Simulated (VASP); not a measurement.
# ZnS (P6_3mc) in VASP: notebook, part 3 of 3

VASP 6.6.1.

**5. Single point, PBEsol**

This run uses another cell than the first one, of 19.22 Å³/atom, 1.042 times its volume.

INCAR

```
  PREC = Accurate
  ENCUT = 520
  EDIFF = 1E-6
  ISMEAR = 0
  SIGMA = 0.05
  LREAL = False
  LASPH = True
  NELM = 80
  ALGO = Normal
  ISIF = 2
  LWAVE = False
  LCHARG = True
  GGA = PS
  LELF = True
  LVHAR = True
  NBANDS = 26
```

KPOINTS

```
regular mesh
0
Gamma
  9 9 6
```

POSCAR

```
ZnS
1.0
    3.7814465092      0.0000000000      0.0000000000
   -1.8907232546      3.2748287400      0.0000000000
    0.0000000000      0.0000000000      6.2087146531
Zn S
2 2
Direct
    0.3333333333      0.6666666667      0.0296020378
    0.6666666667      0.3333333333      0.5296020378
    0.3333333333      0.6666666667      0.3795575521
    0.6666666667      0.3333333333      0.8795575521
```

Potentials or basis: VASP PAW PBE potentials, release 64 (Zn, S).

Started as:

```
cat potpaw_PBE.64/Zn/POTCAR potpaw_PBE.64/S/POTCAR > POTCAR
mpirun -np 1 vasp_std > vasp.out
```

OUTCAR:

```text
PREC = Accurate
   ENCUT = 520
   EDIFF = 1E-6
   ISMEAR = 0
   LREAL = False
   LASPH = True
   NELM = 80
   ISIF = 2
   GGA = PS

 ion  position               nearest neighbor table
   1  0.333  0.667  0.030-   3 2.17   4 2.37   4 2.37   4 2.37
   2  0.667  0.333  0.530-   4 2.17   3 2.37   3 2.37   3 2.37
   3  0.333  0.667  0.380-   1 2.17   2 2.37   2 2.37   2 2.37
   4  0.667  0.333  0.880-   2 2.17   1 2.37   1 2.37   1 2.37

  LATTYP: Found a hexagonal cell.
 ALAT       =     3.7814465092
 C/A-ratio  =     1.6418887952

  Lattice vectors:

 A1 = (   3.7814465092,   0.0000000000,   0.0000000000)
 A2 = (  -1.8907232546,   3.2748287400,   0.0000000000)
 A3 = (   0.0000000000,   0.0000000000,   6.2087146531)

Analysis of symmetry for initial positions (statically):
=====================================================================
 Subroutine PRICEL returns:
 Original cell was already a primitive cell.

 Routine SETGRP: Setting up the symmetry group for a
 hexagonal supercell.

 Subroutine GETGRP returns: Found 12 space group operations
 (whereof  6 operations were pure point group operations)
 out of a pool of 24 trial point group operations.

The static configuration has the point symmetry C_3v.
 The point group associated with its full space group is C_6v.

Analysis of symmetry for dynamics (positions and initial velocities):
=====================================================================
 Subroutine PRICEL returns:
 Original cell was already a primitive cell.

 Routine SETGRP: Setting up the symmetry group for a
 hexagonal supercell.

 Subroutine GETGRP returns: Found 12 space group operations
 (whereof  6 operations were pure point group operations)
 out of a pool of 24 trial point group operations.

The dynamic configuration has the point symmetry C_3v.
 The point group associated with its full space group is C_6v.

 Subroutine INISYM returns: Found 12 space group operations
 (whereof  6 operations are pure point group operations),
 and found     1 'primitive' translations

----------------------------------------------------------------------------------------

                                     Primitive cell

  volume of cell :      76.8862

  direct lattice vectors                    reciprocal lattice vectors
     3.781446509  0.000000000  0.000000000     0.264449067  0.152679740  0.000000000
    -1.890723255  3.274828740  0.000000000     0.000000000  0.305359480  0.000000000
     0.000000000  0.000000000  6.208714653     0.000000000  0.000000000  0.161063933

  length of vectors
     3.781446509  3.781446509  6.208714653     0.305359480  0.305359480  0.161063933

  position of ions in fractional coordinates (direct lattice)
     0.333333333  0.666666667  0.029602038
     0.666666667  0.333333333  0.529602038
     0.333333333  0.666666667  0.379557552
     0.666666667  0.333333333  0.879557552

  ion indices of the primitive-cell ions
   primitive index   ion index
                 1           1
                 2           2
                 3           3
                 4           4

----------------------------------------------------------------------------------------

 KPOINTS: regular mesh

Automatic generation of k-mesh.
 Grid dimensions read from file:
 generate k-points for:    9    9    6

 Generating k-lattice:

  Cartesian coordinates                     Fractional coordinates (reciprocal lattice)
     0.029383230  0.016964416  0.000000000     0.111111111  0.000000000  0.000000000
     0.000000000  0.033928831  0.000000000     0.000000000  0.111111111  0.000000000
     0.000000000  0.000000000  0.026843989     0.000000000  0.000000000  0.166666667

  Length of vectors
     0.033928831  0.033928831  0.026843989

  Shift w.r.t. Gamma in fractional coordinates (k-lattice)
     0.000000000  0.000000000  0.000000000

 Subroutine IBZKPT returns following result:
 ===========================================

 Found     48 irreducible k-points:

 Following reciprocal coordinates:
            Coordinates               Weight
  0.000000  0.000000  0.000000      1.000000
  0.111111  0.000000  0.000000      6.000000
  0.222222  0.000000  0.000000      6.000000
  0.333333  0.000000  0.000000      6.000000
  0.444444  0.000000  0.000000      6.000000
  0.111111  0.111111  0.000000      6.000000
[... 16 lines left out ...]
  0.333333  0.222222  0.166667     24.000000
  0.333333  0.333333  0.166667      4.000000
 [... further k-points ...]
   k-points           NKPTS =     48   k-points in BZ     NKDIM =     48   number of bands    NBANDS=     26
   number of dos      NEDOS =    301   number of ions     NIONS =      4
   total plane-waves  NPLWV =  37632
   dimension x,y,z NGX =    28 NGY =   28 NGZ =   48
   dimension x,y,z NGXF=    56 NGYF=   56 NGZF=   96
   ions per type =               2   2
   NGX,Y,Z   is equivalent  to a cutoff of  12.31, 12.31, 12.85 a.u.
   NGXF,Y,Z  is equivalent  to a cutoff of  24.62, 24.62, 25.71 a.u.
 SYSTEM =  unknown system
   PREC   = accura    normal or accurate (medium, high low for compatibility)
   ISTART =      0    job   : 0-new  1-cont  2-samecut
   ICHARG =      2    charge: 1-file 2-atom 10-const
   ISPIN  =      1    spin polarized calculation?
   LNONCOLLINEAR =      F non collinear calculations
   LSORBIT =      F    spin-orbit coupling
   LASPH  =      T    aspherical Exc in radial PAW
   ENCUT  =  520.0 eV  38.22 Ry    6.18 a.u.   7.03  7.03 11.54*2*pi/ulx,y,z
   NELM   =     80;   NELMIN=  2; NELMDL= -5     # of ELM steps
   EDIFF  = 0.1E-05   stopping-criterion for ELM
   LREAL  =      F    real-space projection
   EDIFFG = 0.1E-04   stopping-criterion for IOM
   NSW    =      0    number of steps for IOM
   IBRION =     -1    ionic relax: 0-MD 1-quasi-New 2-CG
   NFREE  =      0    steps in history (QN), initial steepest desc. (CG)
   ISIF   =      2    stress and relaxation
   ISYM   =      2    0-nonsym 1-usesym 2-fastsym
   POTIM  = 0.5000    time-step for ionic-motion
   TEBEG  =    0.0;   TEEND  =   0.0 temperature during run
   PSTRESS=    0.0 pullay stress
   NELECT =      36.0000    total number of electrons
   NUPDOWN=      -1.0000    fix difference up-down
   EMIN   =  10.00;   EMAX   =-10.00  energy-range for DOS
   EFERMI =   0.00;   METHOD = LEGACY
   ISMEAR =     0;   SIGMA  =   0.05  broadening in eV -4-tet -1-fermi 0-gaus
   EFERMI_NEDOS =   21; number of points for ismear=-14 and -15
   IALGO  =     38    algorithm
   IMIX   =      4    mixing-type and parameters
     AMIX     =   0.40;   BMIX     =  1.00
     AMIX_MAG =   1.60;   BMIX_MAG =  1.00
  volume/ion in A,a.u.               =      19.22       129.71
  Fermi-wavevector in a.u.,A,eV,Ry     =   1.271236  2.402288 21.987579  1.616041
  Thomas-Fermi vector in A             =   2.404180
   LORBIT       =      0    0 simple, 1 ext, 2 COOP (PROOUT), +10 PAW based schemes
   GGA     = PS    functional components
   LHFCALC =     F    Hartree Fock is set to
   AEXX    =    0.0000 exact exchange contribution
   IVDW    =     0    specifies the selected vdW correction
   LEPSILON=     F    determine dielectric tensor
   LRPA    =     F    only Hartree local field effects (RPA)
 non-spin polarized calculation
 Gauss-broadening in eV      SIGMA  =   0.05
  energy-cutoff  :      520.00
  volume of cell :       76.89
 maximum number of plane-waves:      2087
   NGX = 15   NGY = 15   NGZ = 23

 number of electron      35.9999976 magnetization

 Free energy of the ion-electron system (eV)
  ---------------------------------------------------
  ext. energy  EPLUGINS =         0.00000000
  ---------------------------------------------------
  free energy    TOTEN  =       -14.99444194 eV

  energy without entropy =      -14.99444194  energy(sigma->0) =      -14.99444194

 E-fermi :   2.5791     XC(G=0):  -9.9684

 val. band max:        2.3476395259   @ k =   0.0000   0.0000   0.0000
 cond. band min:       4.4336796213   @ k =   0.0000   0.0000   0.0000
 fundamental gap:      2.0860400954
 Fermi energy:         2.5790533065

 k-point     1 :       0.0000    0.0000    0.0000
  band No.  band energies     occupation
      1     -11.1115      2.00000
      2     -10.0578      2.00000
      3      -4.3978      2.00000
      4      -4.1742      2.00000
      5      -4.1742      2.00000
      6      -4.0286      2.00000
[... 18 lines left out ...]
     25      10.1261      0.00000
     26      11.4547      0.00000
[... 644 lines left out ...]
      4      -4.1604      2.00000
      5      -4.1604      2.00000
      6      -3.8777      2.00000
[... 18 lines left out ...]
     25      12.3523      0.00000
     26      12.4307      0.00000

 [... further k-points ...]
[... 5 lines left out ...]
  --------------------------------------------------------------------------------------
  -------------------------------------------------------------------------------------
  Total       -0.9175993     -0.9175993      3.4221677      0.0000000      0.0000000      0.0000000
  in kB      -19.1212106    -19.1212106     71.3121639      0.0000000      0.0000000      0.0000000
  external PRESSURE =      11.0232476 kB  Pullay stress =       0.0000000 kB

 VOLUME and BASIS-vectors are now :
 -----------------------------------------------------------------------------
  energy-cutoff  :      520.00
  volume of cell :       76.89
      direct lattice vectors                 reciprocal lattice vectors
     3.781446509  0.000000000  0.000000000     0.264449067  0.152679740  0.000000000
    -1.890723255  3.274828740  0.000000000     0.000000000  0.305359480  0.000000000
     0.000000000  0.000000000  6.208714653     0.000000000  0.000000000  0.161063933

 POSITION                                       TOTAL-FORCE (eV/Angst)
 -----------------------------------------------------------------------------------
     -0.00000      2.18322      0.18379         0.000000     -0.000000     -1.290088
      1.89072      1.09161      3.28815        -0.000000      0.000000     -1.290088
     -0.00000      2.18322      2.35656        -0.000000     -0.000000      1.290088
      1.89072      1.09161      5.46092        -0.000000      0.000000      1.290088
 -----------------------------------------------------------------------------------
    total drift:                               -0.000000      0.000000     -0.001718

  FREE ENERGIE OF THE ION-ELECTRON SYSTEM (eV)
  ---------------------------------------------------
  free  energy   TOTEN  =       -14.9944419412 eV

  energy  without entropy=      -14.9944419412  energy(sigma->0) =      -14.99444194
```

It took 33 s on 1 thread of Intel Xeon 6975P-C (Granite Rapids), shared host; peak memory 0.22 GiB.

Results:

```
Free energy            : -14.9944 eV
Pressure               : 1.1 GPa
Largest force          : 1.290 eV/Å
Band gap on the k mesh : 2.09 eV, direct
```

Forces in eV/Å, atoms in the order of the input:
```
Zn   0.000  0.000 -1.290
Zn   0.000  0.000 -1.290
S    0.000  0.000  1.290
S    0.000  0.000  1.290
```

Stress tensor (GPa, compression positive):
```
-1.91  0.00  0.00
 0.00 -1.91  0.00
 0.00  0.00  7.13
```

Caveat: the PAW data sets were made with another functional, which shifts forces and pressure a little.

**6. Single point, PBEsol**

This run uses another cell than the first one, of 19.22 Å³/atom, 1.042 times its volume.

INCAR

```
PREC = Accurate
ENCUT = 520
EDIFF = 1E-6
ISMEAR = 0
SIGMA = 0.05
LREAL = False
LASPH = True
NELM = 100
ALGO = Normal
ISIF = 2
LWAVE = False
LCHARG = False
GGA = PS
NBANDS = 26
```

KPOINTS

```
Automatic mesh
0
Gamma
  9 9 6
```

POSCAR: that of step 5 with these lines changed.

```diff
@@ -8,4 +8,4 @@
 Direct
-    0.3333333333      0.6666666667      0.0296020378
-    0.6666666667      0.3333333333      0.5296020378
+    0.3333333333      0.6666666667      0.0175222429
+    0.6666666667      0.3333333333      0.5175222429
     0.3333333333      0.6666666667      0.3795575521
```

Potentials or basis: VASP PAW PBE potentials, release 64 (Zn, S).

Started as:

```
cat potpaw_PBE.64/Zn/POTCAR potpaw_PBE.64/S/POTCAR > POTCAR
mpirun -np 1 vasp_std > vasp.out
```

Run time: 35 s. Hardware: 1 thread of Intel Xeon 6975P-C (Granite Rapids), shared host; peak memory 0.22 GiB.

The run converged. Its results:

| Item | Value |
| --- | --- |
| Free energy | -15.1289 eV |
| Pressure | 0.4 GPa |
| Largest force | 0.543 eV/Å |
| Band gap on the k mesh | 2.12 eV, direct |

Forces on the atoms (eV/Å):
```
Zn   0.000  0.000 -0.543
Zn   0.000  0.000 -0.543
S    0.000  0.000  0.543
S    0.000  0.000  0.543
```

Stress tensor (GPa, compression positive):
```
-0.87  0.00  0.00
 0.00 -0.87  0.00
 0.00  0.00  2.96
```

Levels at points of the mesh, in eV from the valence-band top:
| k point | band 15 | band 16 | band 17 | band 18 | band 19 | band 20 | band 21 | band 22 |
| --- | --- | --- | --- | --- | --- | --- | --- | --- |
| (0.00, 0.00, 0.00) | -1.01 | -0.21 | 0.00 | 0.00 | 2.12 | 3.12 | 6.19 | 6.19 |
| (0.00, 0.00, 0.50) | -0.53 | -0.53 | -0.53 | -0.53 | 3.54 | 3.54 | 6.69 | 6.69 |

Caveat: the PAW data sets were made with another functional, which shifts forces and pressure a little. As with any semilocal functional, this PBEsol gap is likely too small.
